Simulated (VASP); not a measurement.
**CsWS3: single point with PBE**

The system is CsWS3.

```
Cs W S
1.0
     4.84697    0.00000    0.00000
     0.00000    4.84697    0.00000
     0.00000    0.00000    4.84697
Cs W S
1 1 3
Direct
  0.50000 0.50000 0.50000
  0.00000 0.00000 0.00000
  0.50000 0.00000 0.00000
  0.00000 0.50000 0.00000
  0.00000 0.00000 0.50000
```

* Program: VASP 6.6.1
* Task: single point
* Functional: PBE
* Potentials or basis: VASP PAW PBE potentials, release 64 (Cs_sv, W_sv, S)
* Cutoff: 520 eV
* k mesh: 4 × 4 × 4
* Occupations: gaussian, width 0.1 eV
* Spin: no spin polarisation
* Dipole correction: no
* Further INCAR settings: ALGO = Normal; EDIFF = 1e-06; NBANDS = 28

| Quantity | Value |
| --- | --- |
| Pressure | -0.2 GPa |
| Band gap on the k mesh | zero (an odd number of electrons rules out a gap without spin polarisation) |

Levels at points of the mesh, in eV from the Fermi level:
```csv
k point,band 16,band 17,band 18,band 19,band 20,band 21,band 22,band 23,band 24,band 25
"(0.00, 0.00, 0.00)",-1.85,-1.85,-1.85,-1.85,-1.85,-0.92,-0.92,-0.92,0.28,0.28
"(0.50, 0.00, 0.00)",-3.48,-2.81,-2.46,-1.79,-1.53,-1.53,0.34,1.04,1.04,1.72
"(0.50, 0.50, 0.00)",-3.94,-3.44,-1.92,-1.92,-0.58,0.89,0.92,0.92,1.18,6.59
"(0.50, 0.50, 0.50)",-4.05,-4.05,-0.51,-0.51,-0.51,1.58,1.58,1.58,4.78,4.78
```

It took 21 s on 1 thread of Intel(R) Xeon(R) Platinum 8375C CPU @ 2.90GHz (Ice Lake) (shared host), peak memory 0.21 GiB.

Caveat: spin-orbit coupling is left out, which moves the levels of the heavy elements.
